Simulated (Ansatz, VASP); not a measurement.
## InSb3: VASP beside Ansatz

INCAR

```
ALGO = Normal
EDIFF = 1E-7
ENCUT = 520
GGA = PS
ISIF = 2
ISMEAR = 0
LASPH = T
LCHARG = F
LREAL = F
LWAVE = F
NBANDS = 22
NELM = 80
PREC = Accurate
SIGMA = 0.15
```

File KPOINTS:

```
k-points
0
Gamma
  8 8 8
```

POSCAR

```
InSb3
1.0
    4.7757469295      0.0550865859      0.0550865859
    0.0550865859      4.7757469295      0.0550865859
    0.0550865859      0.0550865859      4.7757469295
In Sb
1 3
Direct
    0.0000000000      0.0000000000      0.0000000000
    0.5000000000      0.0000000000      0.5000000000
    0.0000000000      0.5000000000      0.5000000000
    0.5000000000      0.5000000000      0.0000000000
```

Input for Ansatz:

```yaml
crystal:
  lattice:
    - [4.7757469295, 0.0550865859, 0.0550865859]
    - [0.0550865859, 4.7757469295, 0.0550865859]
    - [0.0550865859, 0.0550865859, 4.7757469295]
  atoms:
    - { symbol: In, position: [0.0, 0.0, 0.0] }
    - { symbol: Sb, position: [0.5, 0.0, 0.5] }
    - { symbol: Sb, position: [0.0, 0.5, 0.5] }
    - { symbol: Sb, position: [0.5, 0.5, 0.0] }
basis:
  ecutwfc: 420
kpoints:
  mp_grid: { grid: [8, 8, 8] }
hamiltonian:
  xc: pbesol
  pseudopotentials: { kind: paw, azcp: { folder: soft_1 } }
scf:
  occupations: { method: gaussian, width: 0.15 }
output:
  forces: true
  stress: true
  eigenvalues: true
```

Change from the starting cell: equal engineering shear yz, xz and xy +0.0233, equal normal strain along x, y and z +0.0100.

Alike in both runs: task single point; functional PBEsol; k mesh 8 × 8 × 8; occupations gaussian, width 0.15 eV; no spin polarisation.

|  | VASP | Ansatz |
| --- | --- | --- |
| version | VASP 6.6.1 | Ansatz 0.2.0 |
| potentials or method | VASP PAW PBE potentials, release 64 (In_d, Sb), cutoff 520 eV | scalar-relativistic, plane waves, PAW |
| valence electrons in the cell | 28 | 58 |

```csv
,VASP,Ansatz,Ansatz less VASP
gap on the k mesh at the Fermi level (eV),none,none,-
pressure (GPa),-1.6,-1.6,+0.02
"traceless stress, the component that is largest in VASP (GPa)",-0.45,-0.45,+0.003
```

VASP's potentials were made for PBE, not for PBEsol, and Ansatz warns of the same on its side. A gap of «none» marks a metal or a gap that the smearing closes. The functional is the same, so the differences come from potentials, cutoffs and numerics. VASP's potentials hold 28 valence electrons a cell and Ansatz's 58, so a difference there can come from the potentials and not from the codes.

Spin-orbit coupling is off throughout.
